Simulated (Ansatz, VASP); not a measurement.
**One calculation of Ir, two programs**

```
Ir
1.0
     0.00000    1.99649    1.99649
     1.99649    0.00000    1.99649
     1.99649    1.99649    0.00000
Ir
1
Cartesian
  0.0000 0.0000 0.0000
```

Change from the starting cell: strain +0.040 along x and y, +0.040 along z, atoms carried along.

Alike in both runs: task single point; functional PBEsol; k mesh 22 × 22 × 22; occupations gaussian, width 0.15 eV; no spin polarisation.

```csv
,VASP,Ansatz
version,VASP 6.6.1,Ansatz 0.2.0
potentials or method,"VASP PAW PBE potentials, release 64 (Ir), cutoff 520 eV","scalar-relativistic, plane waves, PAW"
valence electrons in the cell,9,17
```

|  | VASP | Ansatz | Ansatz less VASP |
| --- | --- | --- | --- |
| gap on the k mesh at the Fermi level (eV) | none | none | - |
| pressure (GPa) | -34.7 | -35.0 | -0.26 |

VASP's potentials were made for PBE, not for PBEsol. A gap of «none» marks a metal or a gap that the smearing closes. Both programs put the cell under strong tension, so it lies far from rest at this level. VASP's potentials hold 9 valence electrons a cell and Ansatz's 17, so a difference there can come from the potentials and not from the codes.

Neither program's run includes spin-orbit coupling. Noted on VASP's run: the cell as given lies far from equilibrium.
